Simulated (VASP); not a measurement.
**BN: phonons with PBE+D3(BJ)**

The system is BN.

```
B N
1.0
     2.50400    0.00000    0.00000
    -1.25200    2.16853    0.00000
     0.00000    0.00000    6.66100
B N
2 2
Direct
  0.33333 0.66667 0.00000
  0.66667 0.33333 0.50000
  0.66667 0.33333 0.00000
  0.33333 0.66667 0.50000
```

```
Program                : VASP 6.6.1
Task                   : phonons
Functional             : PBE
Dispersion             : D3(BJ)
Potentials or basis    : VASP PAW PBE potentials, release 64 (B, N)
Cutoff                 : 520 eV
k mesh                 : 12 × 12 × 4
Occupations            : gaussian, width 0.01 eV
Spin                   : no spin polarisation
Dipole correction      : no
Further INCAR settings : ALGO = Normal; EDIFF = 1e-08; NBANDS = 16; IBRION = 6; POTIM = 0.015; NSW = 1
```

* Highest phonon frequency at Γ, LO-TO splitting left out: 1358 cm⁻¹
* Dispersion energy per atom: -0.141 eV

Phonon frequencies in cm⁻¹ (negative: imaginary):
| q point | frequencies |
| --- | --- |
| (0.000, 0.000, 0.000) | 0 0 0 44 44 114 745 796 1358 1358 1358 1358 |

Wall time 9.1 min on 1 thread of Intel Xeon 8259CL (shared host), peak memory 0.33 GiB.
